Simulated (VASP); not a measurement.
A run of VASP 6.6.1 is set up as follows.

The input INCAR:

```
PREC     = Accurate       # precision mode
ENCUT    = 520            # plane-wave cutoff, eV
EDIFF    = 1E-6           # SCF threshold, eV
ISMEAR   = -1             # smearing method
SIGMA    = 0.05           # smearing width, eV
LREAL    = False          # projectors in reciprocal space
LASPH    = True           # aspherical terms in the spheres
NELM     = 60             # most SCF steps
ALGO     = Normal         # electronic algorithm
ISIF     = 2              # what is computed and relaxed
LWAVE    = False          # write WAVECAR
LCHARG   = True           # write CHGCAR
GGA      = B5             # functional
ALDAX    = 1.0          
AGGAX    = 1.0          
AGGAC    = 1.0          
ALDAC    = 0.0          
LELF     = True           # ELF
LVHAR    = True         
NBANDS   = 36             # bands
```

File KPOINTS:

```
Automatic mesh
0
Gamma
  10 10 2
```

Contents of POSCAR:

```
SiC
1.0
    3.1173678394      0.0000000000      0.0000000000
   -1.5586839197      2.6997197419      0.0000000000
    0.0000000000      0.0000000000     15.3008489308
Si C
6 6
Direct
    0.6666666667      0.3333333333      0.4582713605
    0.3333333333      0.6666666667      0.9582713605
    0.6666666667      0.3333333333      0.7918073801
    0.3333333333      0.6666666667      0.2918073801
    0.0000000000      0.0000000000      0.6250727539
    0.0000000000      0.0000000000      0.1250727539
    0.6666666667      0.3333333333      0.3333060787
    0.3333333333      0.6666666667      0.8333060787
    0.6666666667      0.3333333333      0.6668616833
    0.3333333333      0.6666666667      0.1668616833
    0.0000000000      0.0000000000      0.4996807435
    0.0000000000      0.0000000000     -0.0003192565
```

Potentials or basis: VASP PAW PBE potentials, release 64 (Si, C).

Command:

```bash
$ cat potpaw_PBE.64/Si/POTCAR potpaw_PBE.64/C/POTCAR > POTCAR
$ mpirun -np 1 vasp_std > vasp.out
```

**Question.** Predict the pressure.

**Answer.** 0.6 GPa.

**Question.** What does it give for the band gap on the k mesh?

**Answer.** 2.34 eV (least direct gap 3.42 eV).

Caveat: the PAW data sets were made with another functional, which shifts forces and pressure a little. A k mesh can miss the band edges.
